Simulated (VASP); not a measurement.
# TaN (Pm-3m) in VASP: a series of runs

The runs below take TaN through single point, with PBE.

Everything below comes from runs of VASP 6.6.1. Logs are shortened: lines on timing, memory, paths and dates and some standing lists are left out, and cuts for length are marked.

## Step 1: The cell of the first run

The structure is cubic, space group Pm-3m (No. 221). The conventional cell has a = 2.768 Å, b = 2.768 Å, c = 2.768 Å, α = 90.00°, β = 90.00°, γ = 90.00°. Ta (site symmetry m-3m) has 8 N at 2.40 Å and 6 Ta at 2.77 Å within 3.2 Å. N (site symmetry m-3m) has 8 Ta at 2.40 Å and 6 N at 2.77 Å within 3.2 Å.

## Step 2: Single point, PBE

File INCAR:

```
PREC = Accurate
ENCUT = 520
EDIFF = 1E-6
ISMEAR = -1
SIGMA = 0.05
LREAL = False
LASPH = True
NELM = 80
ALGO = Normal
ISIF = 2
LWAVE = False
LCHARG = True
GGA = PE
LELF = True
LVHAR = True
NBANDS = 15
```

File KPOINTS:

```
regular mesh
0
Gamma
  10 10 10
```

File POSCAR:

```
TaN
1.0
    2.7682632303      0.0000000000      0.0000000000
    0.0000000000      2.7682632303      0.0000000000
    0.0000000000      0.0000000000      2.7682632303
Ta N
1 1
Direct
    0.0000000000      0.0000000000      0.0000000000
    0.5000000000      0.5000000000      0.5000000000
```

Potentials or basis: VASP PAW PBE potentials, release 64 (Ta_pv, N).

Started as:

```console
$ cat potpaw_PBE.64/Ta_pv/POTCAR potpaw_PBE.64/N/POTCAR > POTCAR
$ mpirun -np 1 vasp_std > vasp.out
```

OUTCAR:

```text
PREC = Accurate
   ENCUT = 520
   EDIFF = 1E-6
   ISMEAR = -1
   LREAL = False
   LASPH = True
   NELM = 80
   ISIF = 2
   GGA = PE

 ion  position               nearest neighbor table
   1  0.000  0.000  0.000-   2 2.40   2 2.40   2 2.40   2 2.40   2 2.40   2 2.40   2 2.40   2 2.40

   2  0.500  0.500  0.500-   1 2.40   1 2.40   1 2.40   1 2.40   1 2.40   1 2.40   1 2.40   1 2.40

  LATTYP: Found a simple cubic cell.
 ALAT       =     2.7682632303

  Lattice vectors:

 A1 = (   2.7682632303,   0.0000000000,   0.0000000000)
 A2 = (   0.0000000000,   2.7682632303,   0.0000000000)
 A3 = (   0.0000000000,   0.0000000000,   2.7682632303)

Analysis of symmetry for initial positions (statically):
=====================================================================
 Subroutine PRICEL returns:
 Original cell was already a primitive cell.

 Routine SETGRP: Setting up the symmetry group for a
 simple cubic supercell.

 Subroutine GETGRP returns: Found 48 space group operations
 (whereof 48 operations were pure point group operations)
 out of a pool of 48 trial point group operations.

The static configuration has the point symmetry O_h .

Analysis of symmetry for dynamics (positions and initial velocities):
=====================================================================
 Subroutine PRICEL returns:
 Original cell was already a primitive cell.

 Routine SETGRP: Setting up the symmetry group for a
 simple cubic supercell.

 Subroutine GETGRP returns: Found 48 space group operations
 (whereof 48 operations were pure point group operations)
 out of a pool of 48 trial point group operations.

The dynamic configuration has the point symmetry O_h .

 Subroutine INISYM returns: Found 48 space group operations
 (whereof 48 operations are pure point group operations),
 and found     1 'primitive' translations

----------------------------------------------------------------------------------------

                                     Primitive cell

  volume of cell :      21.2140

  direct lattice vectors                    reciprocal lattice vectors
     2.768263230  0.000000000  0.000000000     0.361237323  0.000000000  0.000000000
     0.000000000  2.768263230  0.000000000     0.000000000  0.361237323  0.000000000
     0.000000000  0.000000000  2.768263230     0.000000000  0.000000000  0.361237323

  length of vectors
     2.768263230  2.768263230  2.768263230     0.361237323  0.361237323  0.361237323

  position of ions in fractional coordinates (direct lattice)
     0.000000000  0.000000000  0.000000000
     0.500000000  0.500000000  0.500000000

  ion indices of the primitive-cell ions
   primitive index   ion index
                 1           1
                 2           2

----------------------------------------------------------------------------------------

 KPOINTS: regular mesh

Automatic generation of k-mesh.
 Grid dimensions read from file:
 generate k-points for:   10   10   10

 Generating k-lattice:

  Cartesian coordinates                     Fractional coordinates (reciprocal lattice)
     0.036123732  0.000000000  0.000000000     0.100000000  0.000000000  0.000000000
     0.000000000  0.036123732  0.000000000     0.000000000  0.100000000  0.000000000
     0.000000000  0.000000000  0.036123732     0.000000000  0.000000000  0.100000000

  Length of vectors
     0.036123732  0.036123732  0.036123732

  Shift w.r.t. Gamma in fractional coordinates (k-lattice)
     0.000000000  0.000000000  0.000000000

 Subroutine IBZKPT returns following result:
 ===========================================

 Found     56 irreducible k-points:

 Following reciprocal coordinates:
            Coordinates               Weight
  0.000000  0.000000  0.000000      1.000000
  0.100000  0.000000  0.000000      6.000000
  0.200000  0.000000  0.000000      6.000000
  0.300000  0.000000  0.000000      6.000000
  0.400000  0.000000  0.000000      6.000000
  0.500000  0.000000  0.000000      3.000000
[... 16 lines left out ...]
  0.200000  0.100000  0.100000     24.000000
  0.300000  0.100000  0.100000     24.000000
 [... further k-points ...]
   k-points           NKPTS =     56   k-points in BZ     NKDIM =     56   number of bands    NBANDS=     15
   number of dos      NEDOS =    301   number of ions     NIONS =      2
   total plane-waves  NPLWV =  13824
   dimension x,y,z NGX =    24 NGY =   24 NGZ =   24
   dimension x,y,z NGXF=    48 NGYF=   48 NGZF=   48
   ions per type =               1   1
   NGX,Y,Z   is equivalent  to a cutoff of  14.41, 14.41, 14.41 a.u.
   NGXF,Y,Z  is equivalent  to a cutoff of  28.83, 28.83, 28.83 a.u.
 SYSTEM =  unknown system
   PREC   = accura    normal or accurate (medium, high low for compatibility)
   ISTART =      0    job   : 0-new  1-cont  2-samecut
   ICHARG =      2    charge: 1-file 2-atom 10-const
   ISPIN  =      1    spin polarized calculation?
   LNONCOLLINEAR =      F non collinear calculations
   LSORBIT =      F    spin-orbit coupling
   LASPH  =      T    aspherical Exc in radial PAW
   ENCUT  =  520.0 eV  38.22 Ry    6.18 a.u.   5.15  5.15  5.15*2*pi/ulx,y,z
   NELM   =     80;   NELMIN=  2; NELMDL= -5     # of ELM steps
   EDIFF  = 0.1E-05   stopping-criterion for ELM
   LREAL  =      F    real-space projection
   EDIFFG = 0.1E-04   stopping-criterion for IOM
   NSW    =      0    number of steps for IOM
   IBRION =     -1    ionic relax: 0-MD 1-quasi-New 2-CG
   NFREE  =      0    steps in history (QN), initial steepest desc. (CG)
   ISIF   =      2    stress and relaxation
   ISYM   =      2    0-nonsym 1-usesym 2-fastsym
   POTIM  = 0.5000    time-step for ionic-motion
   TEBEG  =    0.0;   TEEND  =   0.0 temperature during run
   PSTRESS=    0.0 pullay stress
   NELECT =      16.0000    total number of electrons
   NUPDOWN=      -1.0000    fix difference up-down
   EMIN   =  10.00;   EMAX   =-10.00  energy-range for DOS
   EFERMI =   0.00;   METHOD = LEGACY
   ISMEAR =    -1;   SIGMA  =   0.05  broadening in eV -4-tet -1-fermi 0-gaus
   EFERMI_NEDOS =   21; number of points for ismear=-14 and -15
   IALGO  =     38    algorithm
   IMIX   =      4    mixing-type and parameters
     AMIX     =   0.40;   BMIX     =  1.00
     AMIX_MAG =   1.60;   BMIX_MAG =  1.00
  volume/ion in A,a.u.               =      10.61        71.58
  Fermi-wavevector in a.u.,A,eV,Ry     =   1.490187  2.816045 30.213877  2.220657
  Thomas-Fermi vector in A             =   2.603001
   LORBIT       =      0    0 simple, 1 ext, 2 COOP (PROOUT), +10 PAW based schemes
   GGA     = PE    functional components
   LHFCALC =     F    Hartree Fock is set to
   AEXX    =    0.0000 exact exchange contribution
   IVDW    =     0    specifies the selected vdW correction
   LEPSILON=     F    determine dielectric tensor
   LRPA    =     F    only Hartree local field effects (RPA)
 non-spin polarized calculation
  energy-cutoff  :      520.00
  volume of cell :       21.21
 maximum number of plane-waves:       588
 NGX is ok and might be reduce to    24
   NGX = 11   NGY = 11   NGZ = 11

 number of electron      16.0000003 magnetization

 Free energy of the ion-electron system (eV)
  ---------------------------------------------------
  ext. energy  EPLUGINS =         0.00000000
  ---------------------------------------------------
  free energy    TOTEN  =       -20.88082436 eV

  energy without entropy =      -20.88059943  energy(sigma->0) =      -20.88071189

 E-fermi :   9.0686     XC(G=0): -13.5122

 val. band max:        8.8666865031   @ k =   0.2000   0.2000   0.0000
 cond. band min:       9.3056362276   @ k =   0.3000   0.2000   0.2000
 fundamental gap:      0.4389497245
 Fermi energy:         9.0686268224

 k-point     1 :       0.0000    0.0000    0.0000
  band No.  band energies     occupation
      1     -26.2360      2.00000
      2     -26.2360      2.00000
      3     -26.2360      2.00000
      4      -9.0445      2.00000
      5       4.3696      2.00000
      6       4.3696      2.00000
      7       6.4025      2.00000
      8       6.4025      2.00000
      9       6.4025      2.00000
     10      11.0096      0.00000
     11      12.8145      0.00000
     12      12.8145      0.00000
     13      12.8146      0.00000
     14      21.7522      0.00000
     15      26.4999      0.00000

 k-point     2 :       0.1000    0.0000    0.0000
  band No.  band energies     occupation
      1     -26.3575      2.00000
      2     -26.2253      2.00000
      3     -26.2253      2.00000
      4      -8.8487      2.00000
      5       4.0096      2.00000
      6       4.4644      2.00000
      7       6.2028      2.00000
      8       6.2028      2.00000
      9       6.4860      2.00000
     10      11.6835      0.00000
     11      12.8642      0.00000
     12      12.9235      0.00000
     13      12.9236      0.00000
     14      21.7522      0.00000
     15      24.9379      0.00000

 k-point     3 :       0.2000    0.0000    0.0000
  band No.  band energies     occupation
      1     -26.6654      2.00000
      2     -26.1971      2.00000
      3     -26.1971      2.00000
      4      -8.3107      2.00000
      5       2.7035      2.00000
      6       4.7253      2.00000
      7       5.7090      2.00000
      8       5.7090      2.00000
      9       7.6128      2.00000
     10      12.9972      0.00000
     11      13.0140      0.00000
     12      13.2173      0.00000
     13      13.2174      0.00000
     14      21.7519      0.00000
     15      22.5400      0.00000

 k-point     4 :       0.3000    0.0000    0.0000
  band No.  band energies     occupation
      1     -27.0269      2.00000
      2     -26.1620      2.00000
      3     -26.1620      2.00000
      4      -7.5618      2.00000
      5       1.1142      2.00000
      6       5.0784      2.00000
      7       5.1463      2.00000
      8       5.1463      2.00000
      9       9.6414      0.00002
     10      13.1678      0.00000
     11      13.6078      0.00000
     12      13.6078      0.00000
     13      14.3724      0.00000
     14      20.5058      0.00000
     15      21.7499      0.00000
[... 307 lines left out ...]
 k-point    22 :       0.1000    0.1000    0.1000
  band No.  band energies     occupation
      1     -26.3563      2.00000
      2     -26.3232      2.00000
      3     -26.3232      2.00000
      4      -8.4934      2.00000
      5       4.1789      2.00000
      6       4.1789      2.00000
      7       4.6932      2.00000
      8       6.9010      2.00000
      9       6.9010      2.00000
     10      11.9889      0.00000
     11      12.6169      0.00000
     12      12.6169      0.00000
     13      14.1883      0.00000
     14      21.7522      0.00000
     15      25.1937      0.00000

 k-point    23 :       0.2000    0.1000    0.1000
  band No.  band energies     occupation
      1     -26.6391      2.00000
      2     -26.3120      2.00000
      3     -26.2937      2.00000
      4      -8.0273      2.00000
      5       2.8997      2.00000
      6       4.2508      2.00000
      7       4.8801      2.00000
      8       6.4297      2.00000
      9       8.0733      2.00000
     10      11.7236      0.00000
     11      12.8752      0.00000
     12      13.0424      0.00000
     13      14.8006      0.00000
     14      21.7521      0.00000
     15      23.4123      0.00000

 k-point    24 :       0.3000    0.1000    0.1000
  band No.  band energies     occupation
      1     -26.9946      2.00000
      2     -26.2741      2.00000
      3     -26.2569      2.00000
      4      -7.3963      2.00000
      5       1.4114      2.00000
      6       4.2162      2.00000
      7       5.0874      2.00000
      8       6.0861      2.00000
      9       9.8233      0.00000
     10      11.5499      0.00000
     11      13.2021      0.00000
     12      13.5449      0.00000
     13      15.3980      0.00000
     14      21.6635      0.00000
     15      21.7508      0.00000

 [... further k-points ...]
[... 5 lines left out ...]
  --------------------------------------------------------------------------------------
  -------------------------------------------------------------------------------------
  Total       -0.7497017     -0.7497017     -0.7497017     -0.0000000     -0.0000000     -0.0000000
  in kB      -56.6209202    -56.6209202    -56.6209202     -0.0000000     -0.0000000     -0.0000000
  external PRESSURE =     -56.6209202 kB  Pullay stress =       0.0000000 kB

 VOLUME and BASIS-vectors are now :
 -----------------------------------------------------------------------------
  energy-cutoff  :      520.00
  volume of cell :       21.21
      direct lattice vectors                 reciprocal lattice vectors
     2.768263230  0.000000000  0.000000000     0.361237323  0.000000000  0.000000000
     0.000000000  2.768263230  0.000000000     0.000000000  0.361237323  0.000000000
     0.000000000  0.000000000  2.768263230     0.000000000  0.000000000  0.361237323

 POSITION                                       TOTAL-FORCE (eV/Angst)
 -----------------------------------------------------------------------------------
      0.00000      0.00000      0.00000         0.000000      0.000000      0.000000
      1.38413      1.38413      1.38413         0.000000      0.000000      0.000000
 -----------------------------------------------------------------------------------
    total drift:                                0.000000      0.000000     -0.000000

  FREE ENERGIE OF THE ION-ELECTRON SYSTEM (eV)
  ---------------------------------------------------
  free  energy   TOTEN  =       -20.8808243600 eV

  energy  without entropy=      -20.8805994285  energy(sigma->0) =      -20.88071189
```

It took 12 s on 1 thread of Intel Xeon Platinum 8488C (Sapphire Rapids), shared host; peak memory 0.14 GiB.

What came out:

```yaml
Free_energy: -20.8808 eV
Pressure: -5.7 GPa
Band_gap_on_the_k_mesh: zero (band 8 reaches 14.95 eV, above the bottom of band 9 at 6.40 eV)
```

Levels at points of the mesh, in eV from the Fermi level:
```
           k point  band 4  band 5  band 6  band 7  band 8  band 9  band 10  band 11  band 12  band 13
(0.00, 0.00, 0.00)  -18.11   -4.70   -4.70   -2.67   -2.67   -2.67     1.94     3.75     3.75     3.75
(0.50, 0.00, 0.00)  -15.55   -9.80   -4.50   -4.50   -3.54    3.67     4.30     5.03     5.03     8.03
(0.50, 0.50, 0.00)  -16.04   -5.85   -5.85   -3.68   -2.01    0.64     0.67     0.67     6.52    10.82
(0.50, 0.50, 0.50)  -14.15   -8.81   -8.81   -8.81    5.88    5.88     5.88     6.80     6.80     7.89
```

Caveat: spin-orbit coupling is left out, which moves the levels of the heavy elements.

## Step 3: Single point, PBE

This run uses another cell than the first one, of 10.81 Å³/atom, 1.019 times its volume.

File INCAR:

```
SYSTEM = TaN
  ALGO = Normal
  EDIFF = 1E-7
  ENCUT = 520
  GGA = PE
  ISIF = 2
  ISMEAR = -1
  LASPH = .TRUE.
  LCHARG = .TRUE.
  LELF = .TRUE.
  LREAL = .FALSE.
  LVHAR = .TRUE.
  LWAVE = .FALSE.
  NBANDS = 15
  NELM = 60
  PREC = Accurate
  SIGMA = 0.05
```

File KPOINTS:

```
k-points
0
G
  10 10 10
  0 0 0
```

File POSCAR:

```
TaN
1.0
    2.7858959555      0.0000000000      0.0000000000
    0.0000000000      2.7858959555      0.0000000000
    0.0000000000      0.0000000000      2.7858959555
Ta N
1 1
Direct
    0.0000000000      0.0000000000      0.0000000000
    0.5000000000      0.5000000000      0.5000000000
```

Potentials or basis: VASP PAW PBE potentials, release 64 (Ta_pv, N).

Started as:

```console
$ cat potpaw_PBE.64/Ta_pv/POTCAR potpaw_PBE.64/N/POTCAR > POTCAR
$ mpirun -np 1 vasp_std > vasp.out
```

Run time: 12 s. Hardware: 1 thread of Intel Xeon Platinum 8488C (Sapphire Rapids), shared host; peak memory 0.15 GiB.

The run converged. Its results:

```yaml
Free_energy: -20.8599 eV
Pressure: -11.0 GPa
Band_gap_on_the_k_mesh: zero (band 8 reaches 14.58 eV, above the bottom of band 9 at 6.23 eV)
```

Levels at points of the mesh, in eV from the Fermi level:
| k point | band 5 | band 6 | band 7 | band 8 | band 9 | band 10 | band 11 | band 12 |
| --- | --- | --- | --- | --- | --- | --- | --- | --- |
| (0.00, 0.00, 0.00) | -4.59 | -4.59 | -2.62 | -2.62 | -2.62 | 1.72 | 3.65 | 3.65 |
| (0.50, 0.00, 0.00) | -9.65 | -4.40 | -4.40 | -3.47 | 3.58 | 4.19 | 4.91 | 4.91 |
| (0.50, 0.50, 0.00) | -5.77 | -5.77 | -3.62 | -1.96 | 0.57 | 0.67 | 0.67 | 6.34 |
| (0.50, 0.50, 0.50) | -8.62 | -8.62 | -8.62 | 5.73 | 5.73 | 5.73 | 6.61 | 6.61 |

Caveat: spin-orbit coupling is left out, which moves the levels of the heavy elements.
